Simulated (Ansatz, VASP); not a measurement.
## One calculation of C, two programs

```xyz
4
Lattice="2.5146 0.0000 0.0000 0.0000 3.5561 0.0000 0.0000 0.0000 2.4768" Properties=species:S:1:pos:R:3 pbc="T T T"
C     0.0000    0.0000    0.0000
C     1.2573    1.7781    1.2384
C     0.0000    0.8890    1.2384
C     1.2573    2.6671    0.0000
```

Alike in both runs: task single point; functional LDA; k mesh 8 × 6 × 8; occupations gaussian, width 0.1 eV; no spin polarisation.

|  | VASP | Ansatz |
| --- | --- | --- |
| version | VASP 6.6.1 | Ansatz 0.2.0 |
| potentials or method | VASP PAW LDA potentials, release 64 (C), cutoff 600 eV | scalar-relativistic, plane waves, PAW |
| valence electrons in the cell | 16 | 16 |

Ansatz gave:

| Quantity | Value |
| --- | --- |
| gap on the k mesh at the Fermi level (eV) | 4.06 |
| least direct gap on the mesh (eV) | 4.53 |
| pressure (GPa) | -2.5 |
| traceless stress, the component that is largest in VASP (GPa) | 11.50 |
| rms of the force components (eV/Å) | 0.032 |

**Question.** Which values does VASP return?

**Answer.** gap on the k mesh at the Fermi level (eV): 4.05; least direct gap on the mesh (eV): 4.53; pressure (GPa): -1.6; traceless stress, the component that is largest in VASP (GPa): 11.54; rms of the force components (eV/Å): 0.035.

LDA's correlation is that of Perdew and Zunger in VASP and of Perdew and Wang (1992) in Ansatz. Atom by atom the forces differ by 0.003 eV/Å (rms over components).
